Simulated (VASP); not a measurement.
Crystal: Li2Se.

```xyz
3
Lattice="0.0000 2.9935 2.9935 2.9935 0.0000 2.9935 2.9935 2.9935 0.0000" Properties=species:S:1:pos:R:3 pbc="T T T"
Se    0.0000    0.0000    0.0000
Li    1.4968    1.4968    1.4968
Li    4.4903    4.4903    4.4903
```

Base run:

```yaml
Program: VASP 6.6.1
Functional: r2SCAN
Potentials_or_basis: VASP PAW PBE potentials, release 64 (Se, Li_sv)
Cutoff: 830 eV
k_mesh: 6 × 6 × 6
Occupations: gaussian, width 0.01 eV
Spin: no spin polarisation
```

Its results: band gap on the k mesh 3.46 eV, indirect (least direct gap 4.18 eV); pressure -0.2 GPa.

Question: The run is repeated on the same cell with these changes: functional from r2SCAN to PBE; cutoff from 830 eV to 750 eV. What comes out?

Answer: Band gap on the k mesh 2.97 eV, indirect (least direct gap 3.42 eV); pressure 0.3 GPa.

r2SCAN gives the wider gap, since meta-GGAs in the generalised Kohn-Sham scheme recover part of the derivative discontinuity.

Caveats: the PAW data sets were made with another functional, which shifts forces and pressure a little (some runs).

A k mesh can miss the band edges.
